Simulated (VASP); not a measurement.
# Cl in VASP: a series of runs

Runs on Cl. Level: PBEsol. Tasks: single point.

Everything below comes from runs of VASP 6.6.1. Logs are shortened: lines on timing, memory, paths and dates and some standing lists are left out, and cuts for length are marked.

## (1) The cell of the first run

The typed cell holds 2 atoms: a = 3.937 Å, b = 3.937 Å, c = 3.937 Å, α = 59.99°, β = 59.99°, γ = 59.99°.

## (2) Single point, PBEsol

INCAR reads:

```
  PREC = Accurate
  ENCUT = 500
  EDIFF = 1E-6
  ISMEAR = 0
  SIGMA = 0.1
  LREAL = False
  LASPH = True
  NELM = 120
  ALGO = Normal
  ISIF = 2
  LWAVE = False
  LCHARG = False
  GGA = PS
  NBANDS = 14
  GGA_COMPAT = False
```

KPOINTS reads:

```
regular mesh
0
Gamma
  18 18 18
```

POSCAR reads:

```
Cl
1.0
    1.9684352584      1.1364766263      3.2149859485
   -1.9684352584      1.1364766263      3.2149859485
    0.0000000000     -2.2729532526      3.2149859485
Cl
2
Direct
    0.2500048356      0.2500048356      0.2500048356
    0.7499951644      0.7499951644      0.7499951644
```

Potentials or basis: VASP PAW PBE potentials, release 64 (Cl).

On the command line:

```sh
> cat potpaw_PBE.64/Cl/POTCAR > POTCAR
> mpirun -np 1 vasp_std > vasp.out
```

OUTCAR:

```text
PREC = Accurate
   ENCUT = 500
   EDIFF = 1E-6
   ISMEAR = 0
   LREAL = False
   LASPH = True
   NELM = 120
   ISIF = 2
   GGA = PS

 ion  position               nearest neighbor table
   1  0.250  0.250  0.250-
   2  0.750  0.750  0.750-

  LATTYP: Found a trigonal (rhomboedric) cell.
 ALAT       =     3.9373152195
 COS(alpha) =     0.5001129393

  Lattice vectors:

 A1 = (   1.9684352584,   1.1364766263,   3.2149859485)
 A2 = (  -1.9684352584,   1.1364766263,   3.2149859485)
 A3 = (   0.0000000000,  -2.2729532526,   3.2149859485)

Analysis of symmetry for initial positions (statically):
=====================================================================
 Subroutine PRICEL returns:
 Original cell was already a primitive cell.

 Routine SETGRP: Setting up the symmetry group for a
 trigonal (rhombohedral) supercell.

 Subroutine GETGRP returns: Found 12 space group operations
 (whereof 12 operations were pure point group operations)
 out of a pool of 12 trial point group operations.

The static configuration has the point symmetry D_3d.

Analysis of symmetry for dynamics (positions and initial velocities):
=====================================================================
 Subroutine PRICEL returns:
 Original cell was already a primitive cell.

 Routine SETGRP: Setting up the symmetry group for a
 trigonal (rhombohedral) supercell.

 Subroutine GETGRP returns: Found 12 space group operations
 (whereof 12 operations were pure point group operations)
 out of a pool of 12 trial point group operations.

The dynamic configuration has the point symmetry D_3d.

 Subroutine INISYM returns: Found 12 space group operations
 (whereof 12 operations are pure point group operations),
 and found     1 'primitive' translations

----------------------------------------------------------------------------------------

                                     Primitive cell

  volume of cell :      43.1531

  direct lattice vectors                    reciprocal lattice vectors
     1.968435258  1.136476626  3.214985948     0.254008862  0.146652085  0.103681117
    -1.968435258  1.136476626  3.214985948    -0.254008862  0.146652085  0.103681117
     0.000000000 -2.272953253  3.214985948     0.000000000 -0.293304170  0.103681117

  length of vectors
     3.937315219  3.937315219  3.937315219     0.311090196  0.311090196  0.311090196

  position of ions in fractional coordinates (direct lattice)
     0.250004836  0.250004836  0.250004836
     0.749995164  0.749995164  0.749995164

  ion indices of the primitive-cell ions
   primitive index   ion index
                 1           1
                 2           2

----------------------------------------------------------------------------------------

 KPOINTS: regular mesh

Automatic generation of k-mesh.
 Grid dimensions read from file:
 generate k-points for:   18   18   18

 Generating k-lattice:

  Cartesian coordinates                     Fractional coordinates (reciprocal lattice)
     0.014111603  0.008147338  0.005760062     0.055555556  0.000000000 -0.000000000
    -0.014111603  0.008147338  0.005760062     0.000000000  0.055555556 -0.000000000
     0.000000000 -0.016294676  0.005760062    -0.000000000 -0.000000000  0.055555556

  Length of vectors
     0.017282789  0.017282789  0.017282789

  Shift w.r.t. Gamma in fractional coordinates (k-lattice)
     0.000000000  0.000000000  0.000000000

 Subroutine IBZKPT returns following result:
 ===========================================

 Found    580 irreducible k-points:

 Following reciprocal coordinates:
            Coordinates               Weight
  0.000000  0.000000  0.000000      1.000000
  0.055556  0.000000  0.000000      6.000000
  0.111111  0.000000  0.000000      6.000000
  0.166667 -0.000000  0.000000      6.000000
  0.222222 -0.000000  0.000000      6.000000
  0.277778 -0.000000  0.000000      6.000000
[... 16 lines left out ...]
 -0.277778  0.055556 -0.000000     12.000000
 -0.222222  0.055556 -0.000000     12.000000
 [... further k-points ...]
   k-points           NKPTS =    580   k-points in BZ     NKDIM =    580   number of bands    NBANDS=     14
   number of dos      NEDOS =    301   number of ions     NIONS =      2
   total plane-waves  NPLWV =  27000
   dimension x,y,z NGX =    30 NGY =   30 NGZ =   30
   dimension x,y,z NGXF=    60 NGYF=   60 NGZF=   60
   ions per type =               2
   NGX,Y,Z   is equivalent  to a cutoff of  12.67, 12.67, 12.67 a.u.
   NGXF,Y,Z  is equivalent  to a cutoff of  25.33, 25.33, 25.33 a.u.
 SYSTEM =  unknown system
   PREC   = accura    normal or accurate (medium, high low for compatibility)
   ISTART =      0    job   : 0-new  1-cont  2-samecut
   ICHARG =      2    charge: 1-file 2-atom 10-const
   ISPIN  =      1    spin polarized calculation?
   LNONCOLLINEAR =      F non collinear calculations
   LSORBIT =      F    spin-orbit coupling
   LASPH  =      T    aspherical Exc in radial PAW
   ENCUT  =  500.0 eV  36.75 Ry    6.06 a.u.   7.18  7.18  7.18*2*pi/ulx,y,z
   NELM   =    120;   NELMIN=  2; NELMDL= -5     # of ELM steps
   EDIFF  = 0.1E-05   stopping-criterion for ELM
   LREAL  =      F    real-space projection
   EDIFFG = 0.1E-04   stopping-criterion for IOM
   NSW    =      0    number of steps for IOM
   IBRION =     -1    ionic relax: 0-MD 1-quasi-New 2-CG
   NFREE  =      0    steps in history (QN), initial steepest desc. (CG)
   ISIF   =      2    stress and relaxation
   ISYM   =      2    0-nonsym 1-usesym 2-fastsym
   POTIM  = 0.5000    time-step for ionic-motion
   TEBEG  =    0.0;   TEEND  =   0.0 temperature during run
   PSTRESS=    0.0 pullay stress
   NELECT =      14.0000    total number of electrons
   NUPDOWN=      -1.0000    fix difference up-down
   EMIN   =  10.00;   EMAX   =-10.00  energy-range for DOS
   EFERMI =   0.00;   METHOD = LEGACY
   ISMEAR =     0;   SIGMA  =   0.10  broadening in eV -4-tet -1-fermi 0-gaus
   EFERMI_NEDOS =   21; number of points for ismear=-14 and -15
   IALGO  =     38    algorithm
   IMIX   =      4    mixing-type and parameters
     AMIX     =   0.40;   BMIX     =  1.00
     AMIX_MAG =   1.60;   BMIX_MAG =  1.00
  volume/ion in A,a.u.               =      21.58       145.61
  Fermi-wavevector in a.u.,A,eV,Ry     =   1.124899  2.125751 17.216781  1.265398
  Thomas-Fermi vector in A             =   2.261573
   LORBIT       =      0    0 simple, 1 ext, 2 COOP (PROOUT), +10 PAW based schemes
   GGA     = PS    functional components
   LHFCALC =     F    Hartree Fock is set to
   AEXX    =    0.0000 exact exchange contribution
   IVDW    =     0    specifies the selected vdW correction
   LEPSILON=     F    determine dielectric tensor
   LRPA    =     F    only Hartree local field effects (RPA)
 non-spin polarized calculation
 Gauss-broadening in eV      SIGMA  =   0.10
  energy-cutoff  :      500.00
  volume of cell :       43.15
 maximum number of plane-waves:      1113
 NGX is ok and might be reduce to    30
   NGX = 15   NGY = 15   NGZ = 15

 number of electron      14.0000000 magnetization

 Free energy of the ion-electron system (eV)
  ---------------------------------------------------
  ext. energy  EPLUGINS =         0.00000000
  ---------------------------------------------------
  free energy    TOTEN  =        -2.84995572 eV

  energy without entropy =       -2.83782192  energy(sigma->0) =       -2.84388882

 E-fermi :   2.3169     XC(G=0):  -9.5304

 val. band max:        2.3130806188   @ k =   0.2222   0.2222   0.0556
 cond. band min:       2.3192608460   @ k =  -0.1667  -0.1667   0.0556
 fundamental gap:      0.0061802271
 Fermi energy:         2.3169060126

 k-point     1 :       0.0000    0.0000    0.0000
  band No.  band energies     occupation
      1     -14.0325      2.00000
      2     -10.2912      2.00000
      3      -1.0433      2.00000
      4      -1.0421      2.00000
      5      -1.0421      2.00000
      6       2.1575      1.97585
      7       2.1575      1.97585
      8       2.1580      1.97534
      9      10.4461      0.00000
     10      10.8061      0.00000
     11      10.8082      0.00000
     12      10.8082      0.00000
     13      12.1830      0.00000
     14      12.1830      0.00000

 k-point     2 :       0.0556    0.0000    0.0000
  band No.  band energies     occupation
      1     -14.0083      2.00000
      2     -10.3249      2.00000
      3      -1.0344      2.00000
      4      -1.0326      2.00000
      5      -1.0316      2.00000
      6       2.0921      1.99852
      7       2.1058      1.99717
      8       2.1063      1.99711
      9      10.5579      0.00000
     10      10.7815      0.00000
     11      10.8693      0.00000
     12      10.8713      0.00000
     13      12.2861      0.00000
     14      12.2861      0.00000

 k-point     3 :       0.1111    0.0000    0.0000
  band No.  band energies     occupation
      1     -13.9360      2.00000
      2     -10.4244      2.00000
      3      -1.0105      2.00000
      4      -1.0006      2.00000
      5      -0.9995      2.00000
      6       1.9090      2.00000
      7       1.9583      2.00000
      8       1.9587      2.00000
      9      10.7291      0.00000
     10      10.8754      0.00000
     11      11.0574      0.00000
     12      11.0594      0.00000
     13      12.5870      0.00000
     14      12.5870      0.00000
[... 324 lines left out ...]
 k-point    23 :      -0.2778    0.0556   -0.0000
  band No.  band energies     occupation
      1     -13.3550      2.00000
      2     -11.1642      2.00000
      3      -1.2129      2.00000
      4      -0.5173      2.00000
      5      -0.4659      2.00000
      6       0.5843      2.00000
      7       0.7337      2.00000
      8       1.6224      2.00000
      9      10.9001      0.00000
     10      12.3289      0.00000
     11      12.5713      0.00000
     12      12.9841      0.00000
     13      14.3712      0.00000
     14      15.0764      0.00000

 k-point    24 :      -0.2222    0.0556   -0.0000
  band No.  band energies     occupation
      1     -13.5711      2.00000
      2     -10.8985      2.00000
      3      -1.2387      2.00000
      4      -0.6593      2.00000
      5      -0.6228      2.00000
      6       0.9391      2.00000
      7       1.0684      2.00000
      8       1.8675      2.00000
      9      10.6981      0.00000
     10      11.8000      0.00000
     11      12.0664      0.00000
     12      12.3663      0.00000
     13      13.7123      0.00000
     14      14.2908      0.00000

 [... further k-points ...]

------------------------ aborting loop because EDIFF is reached ----------------------------------------

  FORCE on cell =-STRESS in cart. coord.  units (eV):
  Direction    XX          YY          ZZ          XY          YZ          ZX
  --------------------------------------------------------------------------------------
  -------------------------------------------------------------------------------------
  Total       -0.0148710     -0.0148710     -0.0152897      0.0000000     -0.0000000      0.0000000
  in kB       -0.5521254     -0.5521254     -0.5676738      0.0000000     -0.0000000      0.0000000
  external PRESSURE =      -0.5573082 kB  Pullay stress =       0.0000000 kB

 VOLUME and BASIS-vectors are now :
 -----------------------------------------------------------------------------
  energy-cutoff  :      500.00
  volume of cell :       43.15
      direct lattice vectors                 reciprocal lattice vectors
     1.968435258  1.136476626  3.214985948     0.254008862  0.146652085  0.103681117
    -1.968435258  1.136476626  3.214985948    -0.254008862  0.146652085  0.103681117
     0.000000000 -2.272953253  3.214985948     0.000000000 -0.293304170  0.103681117

 POSITION                                       TOTAL-FORCE (eV/Angst)
 -----------------------------------------------------------------------------------
      0.00000      0.00000      2.41129         0.000000      0.000000     -0.000409
      0.00000      0.00000      7.23367         0.000000     -0.000000      0.000409
 -----------------------------------------------------------------------------------
    total drift:                                0.000000      0.000000     -0.000000

  FREE ENERGIE OF THE ION-ELECTRON SYSTEM (eV)
  ---------------------------------------------------
  free  energy   TOTEN  =        -2.8499557223 eV

  energy  without entropy=       -2.8378219187  energy(sigma->0) =       -2.84388882
```

Wall time 6.4 min (1 thread of Oxide Virtual Turin-like, shared host); peak memory 0.31 GiB.

What came out:

```yaml
Free_energy: -2.8500 eV
Pressure: -0.1 GPa
Band_gap_on_the_k_mesh: zero (bands 7 and 8 overlap by 3.12 eV)
```

Caveat: the PAW data sets were made with another functional, which shifts forces and pressure a little.

(Part 1 of 2 ends here.)
